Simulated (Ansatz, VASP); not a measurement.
**One calculation of BaS, two programs**

```
CELL_PARAMETERS angstrom
0.00000 3.19375 3.09794
3.19375 0.00000 3.09794
3.19375 3.19375 0.00000
ATOMIC_POSITIONS crystal
Ba 0.00000 0.00000 0.00000
S 0.50000 0.50000 0.50000
```

Change from the starting cell: strain -0.0300 x Voigt [0, 0, 1, 0, 0, 0], atoms carried along.

Alike in both runs: task single point; functional LDA; k mesh 8 × 8 × 8; occupations gaussian, width 0.05 eV; no spin polarisation.

|  | VASP | Ansatz |
| --- | --- | --- |
| version | VASP 6.6.1 | Ansatz 0.2.0 |
| potentials or method | VASP PAW LDA potentials, release 64 (Ba_sv, S), cutoff 520 eV | scalar-relativistic, plane waves, PAW |
| valence electrons in the cell | 16 | 16 |

VASP gave:

* gap on the k mesh at the Fermi level (eV): 1.75
* least direct gap on the mesh (eV): 1.88
* pressure (GPa): -0.3
* traceless stress, the component that is largest in VASP (GPa): 2.04

Question: Estimate Ansatz's values.

Answer: gap on the k mesh at the Fermi level (eV): 1.86; least direct gap on the mesh (eV): 1.96; pressure (GPa): -1.1; traceless stress, the component that is largest in VASP (GPa): 1.85.

LDA's correlation is that of Perdew and Zunger in VASP and of Perdew and Wang (1992) in Ansatz.

Spin-orbit coupling is off throughout.
